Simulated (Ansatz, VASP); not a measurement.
**Ga: VASP beside Ansatz**

```xyz
4
Lattice="3.0459 0.0000 0.0000 -1.5230 2.6378 0.0000 0.0000 0.0000 9.8980" Properties=species:S:1:pos:R:3 pbc="T T T"
Ga    0.0000    0.0000    9.8980
Ga    1.5230    2.6378    4.9490
Ga    0.0000    1.7586    2.4745
Ga    1.5230    0.8793    7.4235
```

Alike in both runs: task single point; functional PBEsol; k mesh 14 × 14 × 4; occupations fermi-dirac, width 0.1 eV; no spin polarisation.

|  | VASP | Ansatz |
| --- | --- | --- |
| version | VASP 6.6.1 | Ansatz 0.2.0 |
| potentials or method | VASP PAW PBE potentials, release 64 (Ga_d), cutoff 520 eV | plane waves (420 eV) with PAW, scalar-relativistic |
| valence electrons in the cell | 52 | 52 |

|  | VASP | Ansatz | Ansatz less VASP |
| --- | --- | --- | --- |
| pressure (GPa) | -5.1 | -5.1 | -0.01 |
| traceless stress, the component that is largest in VASP (GPa) | 0.55 | 0.55 | +0.002 |

VASP's potentials were made for PBE, not for PBEsol, and Ansatz warns of the same on its side.
